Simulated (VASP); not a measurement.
Set up this calculation in VASP 6.6.1, as the native input.

| Quantity | Value |
| --- | --- |
| Task | single point |
| Functional | PBEsol |
| Dispersion | D3(BJ) |
| Potentials or basis | VASP PAW PBE potentials, release 64 (Ta_pv, N) |
| Cutoff | 520 eV |
| k mesh | 18 × 18 × 14 |
| Occupations | gaussian, width 0.1 eV |
| Spin | no spin polarisation |
| Dipole correction | no |
| Further INCAR settings | ALGO = Normal; EDIFF = 1e-06; NBANDS = 15 |

The structure of TaN (d.b) lies in POSCAR:

```
TaN
1.0
    2.9038654943      0.0000000000      0.0000000000
   -1.4519327471      2.5148212873      0.0000000000
    0.0000000000      0.0000000000      2.8537804749
Ta N
1 1
Direct
    0.0000000000      0.0000000000      0.0000000000
    0.3333333333      0.6666666667      0.5000000000
```

These files were run (other wordings do the same):

INCAR

```
SYSTEM = TaN
PREC = Accurate
ENCUT = 520
EDIFF = 1E-6
ISMEAR = 0
SIGMA = 0.1
LREAL = .FALSE.
LASPH = .TRUE.
NELM = 100
ALGO = Normal
ISIF = 2
LWAVE = .FALSE.
LCHARG = .FALSE.
GGA = PS
IVDW = 12
NBANDS = 15
```

KPOINTS

```
Automatic mesh
0
G
  18 18 14
  0 0 0
```

Potentials or basis: VASP PAW PBE potentials, release 64 (Ta_pv, N).

Run with:

```sh
$ cat potpaw_PBE.64/Ta_pv/POTCAR potpaw_PBE.64/N/POTCAR > POTCAR
$ mpirun -np 1 vasp_std > vasp.out
```

Results of the run:

```json
{"Pressure": "1.0 GPa", "Band gap on the k mesh": "zero (band 8 reaches 8.68 eV, above the bottom of band 9 at 8.33 eV)", "Dispersion energy per atom": "-0.475 eV"}
```

Caveat: the PAW data sets were made with another functional, which shifts forces and pressure a little; spin-orbit coupling is left out, which moves the levels of the heavy elements; pairwise dispersion overbinds metals, which lowers pressure and volume.

It took 32 s on 1 thread of Intel(R) Xeon(R) 6975P-C (Granite Rapids), with other jobs on the host, peak memory 0.22 GiB.
